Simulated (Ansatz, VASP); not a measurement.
**CdSe in VASP and in Ansatz**

```
Cd Se
1.0
     0.00000    3.00544    3.15416
     3.00544    0.00000    3.15416
     3.00544    3.00544    0.00000
Cd Se
1 1
Direct
  0.00000 0.00000 0.00000
  0.25000 0.25000 0.25000
```

Change from the starting cell: strained cell.

Alike in both runs: functional PBE; k mesh 8 × 8 × 8; occupations gaussian, width 0.02 eV; no spin polarisation.

Ansatz relaxed the structure, and its values are those at the end. VASP's run is a single point on that final structure, the one shown.

```csv
,VASP,Ansatz
version,VASP 6.6.1,Ansatz 0.2.0
potentials or method,"VASP PAW PBE potentials, release 64 (Cd, Se), cutoff 500 eV","scalar-relativistic, plane waves, PAW"
valence electrons in the cell,18,36
```

```tsv
	VASP	Ansatz	Ansatz less VASP
gap on the k mesh at the Fermi level (eV)	0.52	0.52	-0.001
least direct gap on the mesh (eV)	0.52	0.52	-0.001
pressure (GPa)	2.4	2.1	-0.30
```

VASP's potentials hold 18 valence electrons a cell and Ansatz's 36, so a difference there can come from the potentials and not from the codes. Ansatz's warnings: stress scf threshold loose.
